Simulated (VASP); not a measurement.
Write the native input for VASP 6.6.1 that does the following.

- Task: single point
- Functional: BLYP
- Dispersion: D3(BJ)
- Potentials or basis: VASP PAW PBE potentials, release 64 (Pt)
- Cutoff: 520 eV
- k mesh: 12 × 12 × 12
- Occupations: methfessel-paxton, width 0.01 eV
- Spin: non-collinear spin, typed start, spin-orbit coupling
- Starting moments: [[0.289, 0.289, 0.289]] μB
- Dipole correction: no
- Further INCAR settings: ALGO = Fast; EDIFF = 1e-07; NBANDS = 21

The structure of Pt lies in POSCAR:

```
Pt
1.0
    0.0000000000      1.8790990395      1.8790990395
    1.8790990395      0.0000000000      1.8790990395
    1.8790990395      1.8790990395      0.0000000000
Pt
1
Direct
    0.0000000000      0.0000000000      0.0000000000
```

These files were run (other wordings do the same):

INCAR

```
AGGAC = 1.0
AGGAX = 1.0
ALDAC = 0.0
ALDAX = 1.0
ALGO = Fast
EDIFF = 1E-7
ENCUT = 520
GGA = B5
GGA_COMPAT = False
ISIF = 2
ISMEAR = 1
IVDW = 12
LASPH = True
LCHARG = False
LMAXMIX = 4
LNONCOLLINEAR = True
LORBIT = 11
LORBMOM = True
LREAL = False
LSORBIT = True
LWAVE = False
MAGMOM = 0.289 0.289 0.289
NBANDS = 21
NELM = 150
PREC = Accurate
SIGMA = 0.01
VDW_A1 = 0.4298
VDW_A2 = 4.2359
VDW_S6 = 1.0
VDW_S8 = 2.6996
```

KPOINTS

```
k-points
0
Gamma
  12 12 12
```

Potentials or basis: VASP PAW PBE potentials, release 64 (Pt).

The run is started by

```console
$ cat potpaw_PBE.64/Pt/POTCAR > POTCAR
$ mpirun -np 1 vasp_ncl > vasp.out
```

Results of the run:

The pressure is 60.0 GPa, the net moment is 0.06 μB per cell and the valence electrons inside the program's atomic spheres are Pt 9.74. The dispersion energy per atom is -2.077 eV.

Caveat: three body term missing; the cell stands under pressure; the PAW data sets were made with another functional, which shifts forces and pressure a little.

Wall time 93 s on 1 thread of Intel(R) Xeon(R) 6975P-C (Granite Rapids), with other jobs on the host, peak memory 0.26 GiB.
